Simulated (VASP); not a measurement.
Input of a VASP 6.6.1 run:

The input INCAR:

```
PREC = Accurate
ENCUT = 520
EDIFF = 1E-6
ISMEAR = 0
SIGMA = 0.05
LREAL = F
LASPH = T
NELM = 150
ALGO = Normal
ISIF = 2
LWAVE = F
LCHARG = F
ISPIN = 2
MAGMOM = 4.56 0
LORBIT = 11
LMAXMIX = 4
GGA = PE
NBANDS = 20
```

The input KPOINTS:

```
Automatic mesh
0
Gamma
  12 12 12
```

File POSCAR:

```
MnS
1.0
    0.0000000000      2.5000273113      2.5000273113
    2.5000273113      0.0000000000      2.5000273113
    2.5000273113      2.5000273113      0.0000000000
Mn S
1 1
Direct
    0.0000000000      0.0000000000      0.0000000000
    0.5000000000      0.5000000000      0.5000000000
```

Potentials or basis: VASP PAW PBE potentials, release 64 (Mn_pv, S).

Run with:

```bash
$ cat potpaw_PBE.64/Mn_pv/POTCAR potpaw_PBE.64/S/POTCAR > POTCAR
$ mpirun -np 1 vasp_std > vasp.out
```

(1) Predict the net moment.

(2) Estimate the site moments.

Answers

(1) 4.30 μB per cell.

(2) Mn +3.96; S +0.07 μB.

Caveat: a cell with one magnetic atom can't hold antiferromagnetic order, which such compounds often take.
